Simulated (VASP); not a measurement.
# Sc3H2 (P-3m1) in VASP: a series of runs, part 2 of 3

VASP 6.6.1.

**3. Single point, PBE**

This run uses another cell than the first one, of 14.34 Å³/atom, 1.047 times its volume.

File INCAR:

```
ALGO     = Normal         # electronic algorithm
EDIFF    = 1E-6           # SCF threshold, eV
ENCUT    = 520            # plane-wave cutoff, eV
GGA      = PE             # functional
ISIF     = 2              # what is computed and relaxed
ISMEAR   = 0              # smearing method
LASPH    = T              # aspherical terms in the spheres
LCHARG   = F              # write CHGCAR
LREAL    = F              # projectors in reciprocal space
LWAVE    = F              # write WAVECAR
NBANDS   = 26             # bands
NELM     = 60             # most SCF steps
PREC     = Accurate       # precision mode
SIGMA    = 0.1            # smearing width, eV
```

File KPOINTS:

```
k-points
0
Gamma
  6 6 4
```

File POSCAR:

```
Sc3H2
1.0
    3.2351376253      0.0000000000      0.0000000000
   -1.6175688127      2.8017113683      0.0000000000
    0.0000000000      0.0000000000      7.9124353748
Sc H
3 2
Direct
    0.0000000000      0.0000000000      0.0000000000
    0.3333333333      0.6666666667      0.6690614750
    0.6666666667      0.3333333333      0.3309385250
    0.3333333333      0.6666666667      0.1581042989
    0.6666666667      0.3333333333      0.8418957011
```

Potentials or basis: VASP PAW PBE potentials, release 64 (Sc_sv, H).

Run with:

```console
cat potpaw_PBE.64/Sc_sv/POTCAR potpaw_PBE.64/H/POTCAR > POTCAR
mpirun -np 1 vasp_std > vasp.out
```

OUTCAR:

```text
EDIFF = 1E-6
   ENCUT = 520
   GGA = PE
   ISIF = 2
   ISMEAR = 0
   LASPH = T
   LREAL = F
   NELM = 60
   PREC = Accurate

 ion  position               nearest neighbor table
   1  0.000  0.000  0.000-   2 3.22   3 3.22   3 3.22   2 3.22   3 3.22   2 3.22
   2  0.333  0.667  0.669-   1 3.22   1 3.22   1 3.22   3 3.26   3 3.26   3 3.26
   3  0.667  0.333  0.331-   1 3.22   1 3.22   1 3.22   2 3.26   2 3.26   2 3.26
   4  0.333  0.667  0.158-
   5  0.667  0.333  0.842-

  LATTYP: Found a hexagonal cell.
 ALAT       =     3.2351376253
 C/A-ratio  =     2.4457801464

  Lattice vectors:

 A1 = (   3.2351376253,   0.0000000000,   0.0000000000)
 A2 = (  -1.6175688127,   2.8017113683,   0.0000000000)
 A3 = (   0.0000000000,   0.0000000000,   7.9124353748)

Analysis of symmetry for initial positions (statically):
=====================================================================
 Subroutine PRICEL returns:
 Original cell was already a primitive cell.

 Routine SETGRP: Setting up the symmetry group for a
 hexagonal supercell.

 Subroutine GETGRP returns: Found 12 space group operations
 (whereof 12 operations were pure point group operations)
 out of a pool of 24 trial point group operations.

The static configuration has the point symmetry D_3d.

Analysis of symmetry for dynamics (positions and initial velocities):
=====================================================================
 Subroutine PRICEL returns:
 Original cell was already a primitive cell.

 Routine SETGRP: Setting up the symmetry group for a
 hexagonal supercell.

 Subroutine GETGRP returns: Found 12 space group operations
 (whereof 12 operations were pure point group operations)
 out of a pool of 24 trial point group operations.
[... 120 lines left out ...]
   EFERMI =   0.00;   METHOD = LEGACY
   ISMEAR =     0;   SIGMA  =   0.10  broadening in eV -4-tet -1-fermi 0-gaus
   EFERMI_NEDOS =   21; number of points for ismear=-14 and -15
   IALGO  =     38    algorithm
   IMIX   =      4    mixing-type and parameters
     AMIX     =   0.40;   BMIX     =  1.00
     AMIX_MAG =   1.60;   BMIX_MAG =  1.00
  volume/ion in A,a.u.               =      14.34        96.79
  Fermi-wavevector in a.u.,A,eV,Ry     =   1.288908  2.435684 22.603154  1.661285
  Thomas-Fermi vector in A             =   2.420834
   LORBIT       =      0    0 simple, 1 ext, 2 COOP (PROOUT), +10 PAW based schemes
   GGA     = PE    functional components
   LHFCALC =     F    Hartree Fock is set to
   AEXX    =    0.0000 exact exchange contribution
   IVDW    =     0    specifies the selected vdW correction
   LEPSILON=     F    determine dielectric tensor
   LRPA    =     F    only Hartree local field effects (RPA)
 non-spin polarized calculation
 Gauss-broadening in eV      SIGMA  =   0.10
  energy-cutoff  :      520.00
  volume of cell :       71.72
 maximum number of plane-waves:      1959
   NGX = 13   NGY = 13   NGZ = 29

 number of electron      34.9999994 magnetization

 Free energy of the ion-electron system (eV)
  ---------------------------------------------------
  ext. energy  EPLUGINS =         0.00000000
  ---------------------------------------------------
  free energy    TOTEN  =       -26.90022346 eV

  energy without entropy =      -26.88214378  energy(sigma->0) =      -26.89118362

 E-fermi :   4.4930     XC(G=0): -10.3691

 val. band max:        4.4782736089   @ k =   0.1667   0.1667   0.5000
 cond. band min:       4.5319727469   @ k =   0.1667   0.1667   0.2500
 fundamental gap:      0.0536991380
 Fermi energy:         4.4930498600

 k-point     1 :       0.0000    0.0000    0.0000
  band No.  band energies     occupation
      1     -44.8865      2.00000
      2     -44.8517      2.00000
      3     -44.7385      2.00000
      4     -23.6420      2.00000
      5     -23.6216      2.00000
      6     -23.3439      2.00000
[... 685 lines left out ...]
     25       8.2605      0.00000
     26       8.2660      0.00000

------------------------ aborting loop because EDIFF is reached ----------------------------------------

  FORCE on cell =-STRESS in cart. coord.  units (eV):
  Direction    XX          YY          ZZ          XY          YZ          ZX
  --------------------------------------------------------------------------------------
  -------------------------------------------------------------------------------------
  Total        0.0687122      0.0687122      0.0254532     -0.0000000      0.0000000     -0.0000000
  in kB        1.5350351      1.5350351      0.5686263     -0.0000000      0.0000000     -0.0000000
  external PRESSURE =       1.2128988 kB  Pullay stress =       0.0000000 kB

 VOLUME and BASIS-vectors are now :
 -----------------------------------------------------------------------------
  energy-cutoff  :      520.00
  volume of cell :       71.72
      direct lattice vectors                 reciprocal lattice vectors
     3.235137625  0.000000000  0.000000000     0.309105861  0.178462352  0.000000000
    -1.617568813  2.801711368  0.000000000     0.000000000  0.356924704  0.000000000
     0.000000000  0.000000000  7.912435375     0.000000000  0.000000000  0.126383339

 POSITION                                       TOTAL-FORCE (eV/Angst)
 -----------------------------------------------------------------------------------
      0.00000      0.00000      0.00000        -0.000000      0.000000      0.000000
     -0.00000      1.86781      5.29391         0.000000     -0.000000     -0.013878
      1.61757      0.93390      2.61853         0.000000      0.000000      0.013878
     -0.00000      1.86781      1.25099        -0.000000     -0.000000     -0.004586
      1.61757      0.93390      6.66145        -0.000000      0.000000      0.004586
 -----------------------------------------------------------------------------------
    total drift:                                0.000000      0.000000      0.000000

  FREE ENERGIE OF THE ION-ELECTRON SYSTEM (eV)
  ---------------------------------------------------
  free  energy   TOTEN  =       -26.9002234584 eV

  energy  without entropy=      -26.8821437803  energy(sigma->0) =      -26.89118362
```

Run time: 68 s. Hardware: 1 thread of Oxide Virtual Turin-like, shared host; peak memory 0.16 GiB.

Results:

```yaml
Free_energy: -26.9002 eV
Pressure: 0.1 GPa
Largest_force: 0.014 eV/Å
```

Forces on the atoms (eV/Å):
```
Sc   0.000  0.000  0.000
Sc   0.000  0.000 -0.014
Sc   0.000  0.000  0.014
H    0.000  0.000 -0.005
H    0.000  0.000  0.005
```

Levels at points of the mesh, in eV from the Fermi level:
| k point | band 15 | band 16 | band 17 | band 18 | band 19 | band 20 | band 21 | band 22 |
| --- | --- | --- | --- | --- | --- | --- | --- | --- |
| (0.00, 0.00, 0.00) | -3.51 | -0.68 | -0.14 | 1.31 | 1.31 | 1.49 | 1.49 | 1.50 |
| (0.50, 0.00, 0.00) | -1.91 | -1.29 | -0.87 | -0.46 | 0.74 | 0.79 | 1.54 | 1.56 |
| (0.00, 0.00, 0.50) | -2.34 | -2.21 | 0.95 | 0.96 | 1.18 | 1.18 | 1.65 | 1.65 |
| (0.50, 0.00, 0.50) | -2.23 | -0.88 | -0.70 | -0.45 | 0.51 | 0.83 | 1.18 | 1.28 |

Caveat: the k points lie up to 0.37 Å⁻¹ apart.

**4. Single point, PBE**

This run uses another cell than the first one, of 14.36 Å³/atom, 1.048 times its volume.

File INCAR:

```
SYSTEM = Sc3H2
PREC     = Accurate       ! precision mode
ENCUT    = 520            ! plane-wave cutoff, eV
EDIFF    = 1E-6           ! SCF threshold, eV
ISMEAR   = 0              ! smearing method
SIGMA    = 0.1            ! smearing width, eV
LREAL    = .False.        ! projectors in reciprocal space
LASPH    = .True.         ! aspherical terms in the spheres
NELM     = 100            ! most SCF steps
ALGO     = Normal         ! electronic algorithm
ISIF     = 2              ! what is computed and relaxed
LWAVE    = .False.        ! write WAVECAR
LCHARG   = .False.        ! write CHGCAR
GGA      = PE             ! functional
NBANDS   = 26             ! bands
```

File KPOINTS:

```
regular mesh
0
Gamma
  12 12 6
  0 0 0
```

File POSCAR:

```
Sc3H2
1.0
    3.2406029217      0.0000000000      0.0000000000
   -1.6203014609      2.8064444538      0.0000000000
    0.0000000000      0.0000000000      7.8956209737
Sc H
3 2
Direct
    0.0000000000      0.0000000000      0.0000000000
    0.3333333333      0.6666666667      0.6686161650
    0.6666666667      0.3333333333      0.3313838350
    0.3333333333      0.6666666667      0.1583337525
    0.6666666667      0.3333333333      0.8416662475
```

Run with:

```console
cat potpaw_PBE.64/Sc_sv/POTCAR potpaw_PBE.64/H/POTCAR > POTCAR
mpirun -np 1 vasp_std > vasp.out
```

Wall time 4.3 min (1 thread of Oxide Virtual Turin-like, shared host); peak memory 0.24 GiB.

The run converged. Its results:

| Property | Result |
| --- | --- |
| Free energy | -26.8983 eV |
| Pressure | 0.1 GPa |
| Largest force | 0.007 eV/Å |

Forces on the atoms (eV/Å):
```
Sc   0.000  0.000  0.000
Sc   0.000  0.000 -0.007
Sc   0.000  0.000  0.007
H    0.000  0.000  0.000
H    0.000  0.000  0.000
```

Levels at points of the mesh, in eV from the Fermi level:
```tsv
k point	band 16	band 17	band 18	band 19	band 20	band 21
(0.00, 0.00, 0.00)	-0.67	-0.11	1.30	1.30	1.47	1.47
(0.50, 0.00, 0.00)	-1.29	-0.87	-0.46	0.74	0.80	1.53
(0.00, 0.00, 0.50)	-2.20	0.96	0.99	1.17	1.17	1.64
(0.50, 0.00, 0.50)	-0.89	-0.70	-0.45	0.51	0.83	1.17
```

**5. Relaxation of cell and atoms, PBE**

File INCAR:

```
PREC = Accurate
ENCUT = 600
EDIFF = 1E-6
ISMEAR = 0
SIGMA = 0.1
LREAL = False
LASPH = True
NELM = 100
ALGO = Normal
ISIF = 3
LWAVE = False
LCHARG = False
GGA = PE
IBRION = 2
NSW = 90
EDIFFG = -0.04
```

File KPOINTS:

```
Automatic mesh
0
Gamma
  6 6 4
```

File POSCAR:

```
Sc3H2
1.0
    3.7046433432      0.0000000000      0.0000000000
   -1.8523216716      3.2083152472      0.0000000000
    0.0000000000      0.0000000000      5.7638232726
Sc H
3 2
Direct
    0.0000000000      0.0000000000      0.0000000000
    0.3333333333      0.6666666667      0.6450000000
    0.6666666667      0.3333333333      0.3550000000
    0.3333333333      0.6666666667      0.2450000000
    0.6666666667      0.3333333333      0.7550000000
```

Run with:

```console
cat potpaw_PBE.64/Sc_sv/POTCAR potpaw_PBE.64/H/POTCAR > POTCAR
mpirun -np 1 vasp_std > vasp.out
```

Run time: 16 min. Hardware: 1 thread of Oxide Virtual Turin-like, shared host; peak memory 0.19 GiB.

The run converged. Its results:

```
Free energy                            : -26.8799 eV
Relaxed volume                         : 14.36 Å³/atom
Relaxed cell                           : a = 3.241 Å, b = 3.241 Å, c = 7.893 Å, α = 90.00°, β = 90.00°, γ = 120.00°
Space group after relaxing (to 0.05 Å) : P-3m1 (No. 164)
Energy gained by relaxing              : 474.1 meV/atom
Ionic steps                            : 24
Pressure after relaxing                : 0.0 GPa
Largest force after relaxing           : 0.034 eV/Å
```

Forces on the atoms (eV/Å):
```
Sc   0.000  0.000  0.000
Sc   0.000  0.000 -0.006
Sc   0.000  0.000  0.006
H    0.000  0.000 -0.034
H    0.000  0.000  0.034
```

The path:
```csv
step,energy change (eV),largest force (eV/Å),pressure (GPa),volume (Å³)
1,0.0000,0.7805,6.38,68.51
2,-0.4925,0.6084,0.84,73.96
3,-0.9111,0.0282,-8.04,89.01
4,-1.2158,0.1356,-7.83,88.90
5,-1.5875,0.4536,-4.92,87.10
6,-1.5923,0.3771,-5.99,87.72
7,-1.7448,0.4563,-3.89,83.24
8,-1.8470,0.5396,0.10,77.07
9,-1.8486,0.5480,0.88,76.07
10,-1.8905,0.5150,0.83,75.69
11,-1.9611,0.4751,0.82,74.58
12,-1.9658,0.4601,0.87,74.21
13,-2.0195,0.4240,-0.21,74.99
14,-2.0920,0.3750,-2.61,76.81
15,-2.1378,0.3293,-2.01,75.74
16,-2.2379,0.3452,0.12,72.59
17,-2.1899,0.5000,6.73,66.54
18,-2.2652,0.3243,2.03,70.45
19,-2.3112,0.2381,1.82,70.37
20,-2.3476,0.3215,1.95,70.20
21,-2.3659,0.1612,-0.07,71.99
22,-2.3663,0.1341,-0.44,72.33
23,-2.3690,0.0817,-0.27,72.10
24,-2.3707,0.0342,-0.03,71.78
```

Final structure:
```cif
data_structure
_symmetry_space_group_name_H-M 'P 1'
_symmetry_Int_Tables_number 1
_cell_length_a 3.2406
_cell_length_b 3.2406
_cell_length_c 7.8931
_cell_angle_alpha 90.000
_cell_angle_beta 90.000
_cell_angle_gamma 120.000
_cell_volume 71.78
loop_
_atom_site_label
_atom_site_type_symbol
_atom_site_fract_x
_atom_site_fract_y
_atom_site_fract_z
_atom_site_occupancy
Sc1 Sc 0.00000 0.00000 0.00000 1
Sc2 Sc 0.33333 0.66667 0.66889 1
Sc3 Sc 0.66667 0.33333 0.33111 1
H1 H 0.33333 0.66667 0.16129 1
H2 H 0.66667 0.33333 0.83871 1
```

Levels at points of the mesh, in eV from the Fermi level:
| k point | band 15 | band 16 | band 17 | band 18 | band 19 | band 20 | band 21 |
| --- | --- | --- | --- | --- | --- | --- | --- |
| (0.00, 0.00, 0.00) | -3.47 | -0.64 | -0.15 | 1.30 | 1.30 | 1.48 | 1.52 |
| (0.50, 0.00, 0.00) | -1.91 | -1.28 | -0.86 | -0.46 | 0.75 | 0.80 | 1.56 |
| (0.00, 0.00, 0.50) | -2.29 | -2.20 | 0.97 | 0.98 | 1.17 | 1.17 | 1.64 |
| (0.50, 0.00, 0.50) | -2.23 | -0.88 | -0.70 | -0.45 | 0.51 | 0.84 | 1.17 |

(Continued in part 3 of 3.)
